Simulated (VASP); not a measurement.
# Ca8CO in VASP: notebook

Ca8CO is run at these levels: PBE; tasks: single point.

All numbers are computed with VASP 6.6.1; they aren't measurements. Logs are shortened: lines on timing, memory, paths and dates and some standing lists are left out, and cuts for length are marked.

### 1 The cell of the first run

The cell holds a slab with vacuum, 10 atoms: a = 7.813 Å, b = 7.813 Å, c = 20.609 Å, α = 90.00°, β = 90.00°, γ = 90.00°.

### 2 Single point, PBE

File INCAR:

```
SYSTEM = Ca8CO
PREC = Accurate
ENCUT = 520
EDIFF = 1E-7
ISMEAR = 0
SIGMA = 0.1
LREAL = .FALSE.
LASPH = .TRUE.
NELM = 60
ALGO = Normal
ISIF = 2
LWAVE = .FALSE.
LCHARG = .FALSE.
LDIPOL = .TRUE.
IDIPOL = 3
DIPOL = 0.5 0.5 0.281
GGA = PE
NBANDS = 56
```

File KPOINTS:

```
regular mesh
0
G
  4 4 1
  0 0 0
```

File POSCAR:

```
Ca8CO
1.0
    7.8132359319      0.0000000000      0.0000000000
    0.0000000000      7.8132359319      0.0000000000
    0.0000000000      0.0000000000     20.6093934330
Ca C O
8 1 1
Direct
    0.2500000000      0.2500000000      0.1940862555
    0.2500000000      0.7500000000      0.1940862555
    0.7500000000      0.2500000000      0.1940862555
    0.7500000000      0.7500000000      0.1940862555
    0.0000000000      0.0000000000      0.3206981057
    0.0000000000      0.5000000000      0.3206981057
    0.5000000000      0.0000000000      0.3206981057
    0.5000000000      0.5000000000      0.3206981057
    0.1834462693      0.7500000000      0.3750422572
    0.3165537307      0.7500000000      0.3750422572
```

Potentials or basis: VASP PAW PBE potentials, release 64 (Ca_sv, C, O).

Command:

```sh
cat potpaw_PBE.64/Ca_sv/POTCAR potpaw_PBE.64/C/POTCAR potpaw_PBE.64/O/POTCAR > POTCAR
mpirun -np 1 vasp_std > vasp.out
```

OUTCAR:

```text
SYSTEM = Ca8CO
   PREC = Accurate
   ENCUT = 520
   EDIFF = 1E-7
   ISMEAR = 0
   LREAL = .FALSE.
   LASPH = .TRUE.
   NELM = 60
   ISIF = 2
   GGA = PE

 ion  position               nearest neighbor table
   1  0.250  0.250  0.194-
   2  0.250  0.750  0.194-
   3  0.750  0.250  0.194-
   4  0.750  0.750  0.194-
   5  0.000  0.000  0.321-
   6  0.000  0.500  0.321-
   7  0.500  0.000  0.321-
   8  0.500  0.500  0.321-
   9  0.183  0.750  0.375-  10 1.04
  10  0.317  0.750  0.375-   9 1.04

  LATTYP: Found a simple tetragonal cell.
 ALAT       =     7.8132359319
 C/A-ratio  =     2.6377538849

  Lattice vectors:

 A1 = (   7.8132359319,   0.0000000000,   0.0000000000)
 A2 = (   0.0000000000,   7.8132359319,   0.0000000000)
 A3 = (   0.0000000000,   0.0000000000,  20.6093934330)

Analysis of symmetry for initial positions (statically):
=====================================================================
 Subroutine PRICEL returns:
 Original cell was already a primitive cell.

 Routine SETGRP: Setting up the symmetry group for a
 simple tetragonal supercell.

 Subroutine GETGRP returns: Found  2 space group operations
 (whereof  1 operations were pure point group operations)
 out of a pool of 16 trial point group operations.

The static configuration has the point symmetry C_1 .
 The point group associated with its full space group is C_1h.

Analysis of symmetry for dynamics (positions and initial velocities):
=====================================================================
 Subroutine PRICEL returns:
 Original cell was already a primitive cell.

 Routine SETGRP: Setting up the symmetry group for a
 simple tetragonal supercell.

 Subroutine GETGRP returns: Found  2 space group operations
 (whereof  1 operations were pure point group operations)
 out of a pool of 16 trial point group operations.

The dynamic configuration has the point symmetry C_1 .
 The point group associated with its full space group is C_1h.

 Subroutine INISYM returns: Found  2 space group operations
 (whereof  1 operations are pure point group operations),
 and found     1 'primitive' translations

----------------------------------------------------------------------------------------

                                     Primitive cell

  volume of cell :    1258.1345

  direct lattice vectors                    reciprocal lattice vectors
     7.813235932  0.000000000  0.000000000     0.127987944  0.000000000  0.000000000
     0.000000000  7.813235932  0.000000000     0.000000000  0.127987944  0.000000000
     0.000000000  0.000000000 20.609393433     0.000000000  0.000000000  0.048521564

  length of vectors
     7.813235932  7.813235932 20.609393433     0.127987944  0.127987944  0.048521564

  position of ions in fractional coordinates (direct lattice)
     0.250000000  0.250000000  0.194086255
     0.250000000  0.750000000  0.194086255
     0.750000000  0.250000000  0.194086255
     0.750000000  0.750000000  0.194086255
     0.000000000  0.000000000  0.320698106
     0.000000000  0.500000000  0.320698106
     0.500000000  0.000000000  0.320698106
     0.500000000  0.500000000  0.320698106
     0.183446269  0.750000000  0.375042257
     0.316553731  0.750000000  0.375042257

  ion indices of the primitive-cell ions
   primitive index   ion index
                 1           1
                 2           2
                 3           3
                 4           4
                 5           5
                 6           6
                 7           7
                 8           8
                 9           9
                10          10

----------------------------------------------------------------------------------------

 KPOINTS: regular mesh

Automatic generation of k-mesh.
 Grid dimensions read from file:
 generate k-points for:    4    4    1

 Generating k-lattice:

  Cartesian coordinates                     Fractional coordinates (reciprocal lattice)
     0.031996986  0.000000000  0.000000000     0.250000000  0.000000000  0.000000000
     0.000000000  0.031996986  0.000000000     0.000000000  0.250000000  0.000000000
     0.000000000  0.000000000  0.048521564     0.000000000  0.000000000  1.000000000

  Length of vectors
     0.031996986  0.031996986  0.048521564

  Shift w.r.t. Gamma in fractional coordinates (k-lattice)
     0.000000000  0.000000000  0.000000000

 Subroutine IBZKPT returns following result:
 ===========================================

 Found      9 irreducible k-points:

 Following reciprocal coordinates:
            Coordinates               Weight
  0.000000  0.000000  0.000000      1.000000
  0.250000  0.000000  0.000000      2.000000
  0.000000  0.250000  0.000000      2.000000
  0.500000  0.000000  0.000000      1.000000
  0.000000  0.500000  0.000000      1.000000
  0.250000  0.250000  0.000000      4.000000
  0.500000  0.250000  0.000000      2.000000
 -0.250000  0.500000  0.000000      2.000000
  0.500000  0.500000  0.000000      1.000000
   k-points           NKPTS =      9   k-points in BZ     NKDIM =      9   number of bands    NBANDS=     56
   number of dos      NEDOS =    301   number of ions     NIONS =     10
   total plane-waves  NPLWV = 576000
   dimension x,y,z NGX =    60 NGY =   60 NGZ =  160
   dimension x,y,z NGXF=   120 NGYF=  120 NGZF=  320
   ions per type =               8   1   1
   NGX,Y,Z   is equivalent  to a cutoff of  12.77, 12.77, 12.91 a.u.
   NGXF,Y,Z  is equivalent  to a cutoff of  25.53, 25.53, 25.81 a.u.
 SYSTEM =  Ca8CO
   PREC   = accura    normal or accurate (medium, high low for compatibility)
   ISTART =      0    job   : 0-new  1-cont  2-samecut
   ICHARG =      2    charge: 1-file 2-atom 10-const
   ISPIN  =      1    spin polarized calculation?
   LNONCOLLINEAR =      F non collinear calculations
   LSORBIT =      F    spin-orbit coupling
   LASPH  =      T    aspherical Exc in radial PAW
   ENCUT  =  520.0 eV  38.22 Ry    6.18 a.u.  14.53 14.53 38.32*2*pi/ulx,y,z
   NELM   =     60;   NELMIN=  2; NELMDL= -5     # of ELM steps
   EDIFF  = 0.1E-06   stopping-criterion for ELM
   LREAL  =      F    real-space projection
   EDIFFG = 0.1E-05   stopping-criterion for IOM
   NSW    =      0    number of steps for IOM
   IBRION =     -1    ionic relax: 0-MD 1-quasi-New 2-CG
   NFREE  =      0    steps in history (QN), initial steepest desc. (CG)
   ISIF   =      2    stress and relaxation
   ISYM   =      2    0-nonsym 1-usesym 2-fastsym
   POTIM  = 0.5000    time-step for ionic-motion
   TEBEG  =    0.0;   TEEND  =   0.0 temperature during run
   PSTRESS=    0.0 pullay stress
   NELECT =      90.0000    total number of electrons
   NUPDOWN=      -1.0000    fix difference up-down
   EMIN   =  10.00;   EMAX   =-10.00  energy-range for DOS
   EFERMI =   0.00;   METHOD = LEGACY
   ISMEAR =     0;   SIGMA  =   0.10  broadening in eV -4-tet -1-fermi 0-gaus
   EFERMI_NEDOS =   21; number of points for ismear=-14 and -15
   IALGO  =     38    algorithm
   IMIX   =      4    mixing-type and parameters
     AMIX     =   0.40;   BMIX     =  1.00
     AMIX_MAG =   1.60;   BMIX_MAG =  1.00
  volume/ion in A,a.u.               =     125.81       849.03
  Fermi-wavevector in a.u.,A,eV,Ry     =   0.679589  1.284238  6.283740  0.461842
  Thomas-Fermi vector in A             =   1.757831
   LORBIT       =      0    0 simple, 1 ext, 2 COOP (PROOUT), +10 PAW based schemes
   GGA     = PE    functional components
   LHFCALC =     F    Hartree Fock is set to
   AEXX    =    0.0000 exact exchange contribution
   IVDW    =     0    specifies the selected vdW correction
   LEPSILON=     F    determine dielectric tensor
   LRPA    =     F    only Hartree local field effects (RPA)
 non-spin polarized calculation
 Gauss-broadening in eV      SIGMA  =   0.10
  energy-cutoff  :      520.00
  volume of cell :     1258.13
 maximum number of plane-waves:     33903
 NGX is ok and might be reduce to    60
   NGX = 29   NGY = 29   NGZ = 77

 dipolmoment           0.000000      0.000000      0.031579 electrons x Angstroem

 number of electron      90.0000023 magnetization

 dipolmoment           0.000000      0.000000     -0.048264 electrons x Angstroem

 Free energy of the ion-electron system (eV)
  ---------------------------------------------------
  ext. energy  EPLUGINS =         0.00000000
  ---------------------------------------------------
  free energy    TOTEN  =       -25.38786115 eV

  energy without entropy =      -25.30886714  energy(sigma->0) =      -25.34836415

 E-fermi :  -1.1670     XC(G=0):  -2.9935

 val. band max:       -1.1956283480   @ k =  -0.2500   0.5000   0.0000
 cond. band min:      -1.1587014522   @ k =   0.5000   0.5000   0.0000
 fundamental gap:      0.0369268958
 Fermi energy:        -1.1669639633

 k-point     1 :       0.0000    0.0000    0.0000
  band No.  band energies     occupation
      1     -43.6827      2.00000
      2     -43.6775      2.00000
      3     -43.6574      2.00000
      4     -43.6376      2.00000
      5     -43.6240      2.00000
      6     -43.6068      2.00000
[... 48 lines left out ...]
     55      -0.1829      0.00000
     56       0.2055      0.00000

 k-point     2 :       0.2500    0.0000    0.0000
  band No.  band energies     occupation
      1     -43.6827      2.00000
      2     -43.6775      2.00000
      3     -43.6574      2.00000
      4     -43.6375      2.00000
      5     -43.6240      2.00000
      6     -43.6069      2.00000
[... 48 lines left out ...]
     55      -0.1006      0.00000
     56       0.1791      0.00000

 k-point     3 :       0.0000    0.2500    0.0000
  band No.  band energies     occupation
      1     -43.6820      2.00000
      2     -43.6783      2.00000
      3     -43.6574      2.00000
      4     -43.6374      2.00000
      5     -43.6241      2.00000
      6     -43.6069      2.00000
[... 48 lines left out ...]
     55      -0.1092      0.00000
     56       0.1391      0.00000

 k-point     4 :       0.5000    0.0000    0.0000
  band No.  band energies     occupation
      1     -43.6827      2.00000
      2     -43.6775      2.00000
      3     -43.6573      2.00000
      4     -43.6375      2.00000
      5     -43.6241      2.00000
      6     -43.6070      2.00000
[... 48 lines left out ...]
     55      -0.1070      0.00000
     56       0.1876      0.00000

 k-point     5 :       0.0000    0.5000    0.0000
  band No.  band energies     occupation
      1     -43.6803      2.00000
      2     -43.6800      2.00000
      3     -43.6573      2.00000
      4     -43.6373      2.00000
      5     -43.6243      2.00000
      6     -43.6069      2.00000
[... 48 lines left out ...]
     55      -0.1347      0.00000
     56       0.0565      0.00000

 k-point     6 :       0.2500    0.2500    0.0000
  band No.  band energies     occupation
      1     -43.6820      2.00000
      2     -43.6783      2.00000
      3     -43.6573      2.00000
      4     -43.6374      2.00000
      5     -43.6242      2.00000
      6     -43.6070      2.00000
[... 48 lines left out ...]
     55      -0.0646      0.00000
     56      -0.0473      0.00000

 k-point     7 :       0.5000    0.2500    0.0000
  band No.  band energies     occupation
      1     -43.6819      2.00000
      2     -43.6783      2.00000
      3     -43.6573      2.00000
      4     -43.6373      2.00000
      5     -43.6243      2.00000
      6     -43.6070      2.00000
[... 48 lines left out ...]
     55      -0.0897      0.00000
     56      -0.0173      0.00000

 k-point     8 :      -0.2500    0.5000    0.0000
  band No.  band energies     occupation
      1     -43.6802      2.00000
      2     -43.6800      2.00000
      3     -43.6573      2.00000
      4     -43.6372      2.00000
      5     -43.6244      2.00000
      6     -43.6070      2.00000
[... 48 lines left out ...]
     55      -0.1169      0.00000
     56      -0.0190      0.00000

 k-point     9 :       0.5000    0.5000    0.0000
  band No.  band energies     occupation
      1     -43.6802      2.00000
      2     -43.6800      2.00000
      3     -43.6572      2.00000
      4     -43.6371      2.00000
      5     -43.6244      2.00000
      6     -43.6071      2.00000
[... 48 lines left out ...]
     55      -0.2341      0.00000
     56      -0.1560      0.00000

------------------------ aborting loop because EDIFF is reached ----------------------------------------

 vacuum level on the upper side and lower side of the slab       (xc-potential included)        -0.115        -0.002

  FORCE on cell =-STRESS in cart. coord.  units (eV):
  Direction    XX          YY          ZZ          XY          YZ          ZX
  --------------------------------------------------------------------------------------
  -------------------------------------------------------------------------------------
  Total       24.7287310     -1.6185760      0.7992746      0.0000000      0.0000000      0.9512569
  in kB       31.4909183     -2.0611832      1.0178400      0.0000000      0.0000000      1.2113826
  external PRESSURE =      10.1491917 kB  Pullay stress =       0.0000000 kB

 VOLUME and BASIS-vectors are now :
 -----------------------------------------------------------------------------
  energy-cutoff  :      520.00
  volume of cell :     1258.13
      direct lattice vectors                 reciprocal lattice vectors
     7.813235932  0.000000000  0.000000000     0.127987944  0.000000000  0.000000000
     0.000000000  7.813235932  0.000000000     0.000000000  0.127987944  0.000000000
     0.000000000  0.000000000 20.609393433     0.000000000  0.000000000  0.048521564

 POSITION                                       TOTAL-FORCE (eV/Angst)
 -----------------------------------------------------------------------------------
      1.95331      1.95331      4.00000         0.020381      0.000000      0.008891
      1.95331      5.85993      4.00000        -0.037213      0.000000     -0.156270
      5.85993      1.95331      4.00000        -0.016781      0.000000     -0.035522
      5.85993      5.85993      4.00000        -0.013160      0.000000     -0.006299
      0.00000      0.00000      6.60939        -0.389186      0.011908     -0.011207
      0.00000      3.90662      6.60939        -0.389186     -0.011908     -0.011207
      3.90662      0.00000      6.60939         0.043399      0.136055     -0.082957
      3.90662      3.90662      6.60939         0.043399     -0.136055     -0.082957
      1.43331      5.85993      7.72939       -23.455845      0.000000     -0.661264
      2.47331      5.85993      7.72939        24.194191      0.000000      1.038792
 -----------------------------------------------------------------------------------
    total drift:                               -0.001057      0.000000      0.000062

  FREE ENERGIE OF THE ION-ELECTRON SYSTEM (eV)
  ---------------------------------------------------
  free  energy   TOTEN  =       -25.3878611488 eV

  energy  without entropy=      -25.3088671422  energy(sigma->0) =      -25.34836415

 vacuum level on the upper side and lower side of the slab         1.370         1.490
```

Run time: 20 min. Hardware: 1 thread of Intel Xeon 6975P-C (Granite Rapids), shared host; peak memory 1.3 GiB.

What came out:

```
Free energy            : -25.3879 eV
Largest force          : 24.216 eV/Å
Band gap on the k mesh : zero (bands 45 and 46 overlap by 0.08 eV)
```

Forces in eV/Å, atoms in the order of the input:
```
Ca    0.020   0.000   0.009
Ca   -0.037   0.000  -0.156
Ca   -0.017   0.000  -0.036
Ca   -0.013   0.000  -0.006
Ca   -0.389   0.012  -0.011
Ca   -0.389  -0.012  -0.011
Ca    0.043   0.136  -0.083
Ca    0.043  -0.136  -0.083
C   -23.456   0.000  -0.661
O    24.194   0.000   1.039
```

### 3 Single point, PBE

File INCAR:

```
PREC = Accurate
ENCUT = 520
EDIFF = 1E-7
ISMEAR = 0
SIGMA = 0.1
LREAL = False
LASPH = True
NELM = 80
ALGO = Normal
ISIF = 2
LWAVE = False
LCHARG = False
LDIPOL = True
IDIPOL = 3
DIPOL = 0.5 0.5 0.295
GGA = PE
NBANDS = 56
```

File KPOINTS:

```
Automatic mesh
0
Gamma
  4 4 1
```

POSCAR: that of step 2 with these lines changed.

```diff
@@ -16,3 +16,3 @@
     0.5000000000      0.5000000000      0.3206981057
-    0.1834462693      0.7500000000      0.3750422572
-    0.3165537307      0.7500000000      0.3750422572
+    0.1834462693      0.7500000000      0.4468541718
+    0.3165537307      0.7500000000      0.4468541718
```

Potentials or basis: VASP PAW PBE potentials, release 64 (Ca_sv, C, O).

Command:

```sh
cat potpaw_PBE.64/Ca_sv/POTCAR potpaw_PBE.64/C/POTCAR potpaw_PBE.64/O/POTCAR > POTCAR
mpirun -np 1 vasp_std > vasp.out
```

Wall time 18 min (1 thread of Intel Xeon 6975P-C (Granite Rapids), shared host); peak memory 1.3 GiB.

Results (log left out):

```yaml
Free_energy: -25.8828 eV
Largest_force: 18.302 eV/Å
Band_gap_on_the_k_mesh: zero (bands 45 and 46 overlap by 0.11 eV)
```

Forces on the atoms (eV/Å):
```
Ca   -0.003   0.000  -0.005
Ca   -0.004   0.000  -0.037
Ca    0.000   0.000  -0.009
Ca   -0.002   0.000  -0.017
Ca   -0.054  -0.005   0.003
Ca   -0.054   0.005   0.003
Ca    0.044   0.066  -0.087
Ca    0.044  -0.066  -0.087
C   -18.269   0.000  -0.169
O    18.297   0.000   0.404
```

Levels at points of the mesh, in eV from the Fermi level:
```csv
k point,band 42,band 43,band 44,band 45,band 46,band 47,band 48,band 49
"(0.00, 0.00, 0.00)",-1.13,-1.13,-0.12,-0.12,0.26,0.30,0.34,0.35
"(0.50, 0.00, 0.00)",-0.67,-0.65,-0.64,-0.64,0.36,0.39,0.46,0.51
"(0.00, 0.50, 0.00)",-0.67,-0.66,-0.64,-0.64,0.38,0.38,0.43,0.46
"(0.50, 0.50, 0.00)",-0.56,-0.53,-0.52,-0.35,0.54,0.59,0.61,0.61
```

The gap in the log of VASP goes by the Fermi energy; the results here count the filled bands.